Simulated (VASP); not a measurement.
Write the native input for VASP 6.6.1 that does the following.

| Property | Result |
| --- | --- |
| Task | single point |
| Functional | r2SCAN |
| Potentials or basis | VASP PAW PBE potentials, release 64 (Cs_sv) |
| Cutoff | 520 eV |
| k mesh | 5 × 5 × 6 |
| Occupations | fermi-dirac, width 0.1 eV |
| Spin | no spin polarisation |
| Dipole correction | no |
| Further INCAR settings | ALGO = Normal; EDIFF = 1e-06; NBANDS = 20 |

Cs:

```xyz
3
Lattice="8.9604 0.0000 0.0000 -4.4802 7.7599 0.0000 0.0000 0.0000 5.3548" Properties=species:S:1:pos:R:3 pbc="T T T"
Cs    4.4802    7.7599    0.0000
Cs    0.0000    5.1733    2.6774
Cs    4.4802    2.5866    2.6774
```

This isn't the form of Cs at room conditions, which is bcc.

One way to write it, as run:

POSCAR

```
Cs
1.0
    8.9603535359      0.0000000000      0.0000000000
   -4.4801767680      7.7598937890      0.0000000000
    0.0000000000      0.0000000000      5.3548227239
Cs
3
Direct
    1.0000000000      1.0000000000      0.0000000000
    0.3333333333      0.6666666667      0.5000000000
    0.6666666667      0.3333333333      0.5000000000
```

INCAR.step1

```
  PREC = Accurate
  ENCUT = 520
  ISMEAR = -1
  SIGMA = 0.1
  LREAL = False
  LASPH = True
  NELM = 80
  NBANDS = 20
  GGA = PE
  ALGO = Normal
  EDIFF = 1E-4
  LWAVE = True
  LCHARG = False
```

INCAR.step2

```
  PREC = Accurate
  ENCUT = 520
  EDIFF = 1E-6
  ISMEAR = -1
  SIGMA = 0.1
  LREAL = False
  LASPH = True
  NELM = 80
  ALGO = Normal
  ISIF = 2
  LWAVE = False
  LCHARG = False
  METAGGA = R2SCAN
  LMIXTAU = True
  NBANDS = 20
  ISTART = 1
```

KPOINTS

```
regular mesh
0
Gamma
  5 5 6
```

Potentials or basis: VASP PAW PBE potentials, release 64 (Cs_sv).

Command:

```console
$ cat potpaw_PBE.64/Cs_sv/POTCAR > POTCAR
$ cp INCAR.step1 INCAR
$ mpirun -np 1 vasp_std > vasp.out
$ cp INCAR.step2 INCAR
$ mpirun -np 1 vasp_std > vasp.out
```

Results of the run:

| Property | Result |
| --- | --- |
| Pressure | 0.0 GPa |
| Band gap on the k mesh | zero (an odd number of electrons rules out a gap without spin polarisation) |

Caveat: the PAW data sets were made with another functional, which shifts forces and pressure a little; spin-orbit coupling is left out, which moves the levels of the heavy elements.

Wall time 9.6 min on 1 thread of Intel(R) Xeon(R) Platinum 8488C (Sapphire Rapids), with other jobs on the host, peak memory 0.52 GiB.
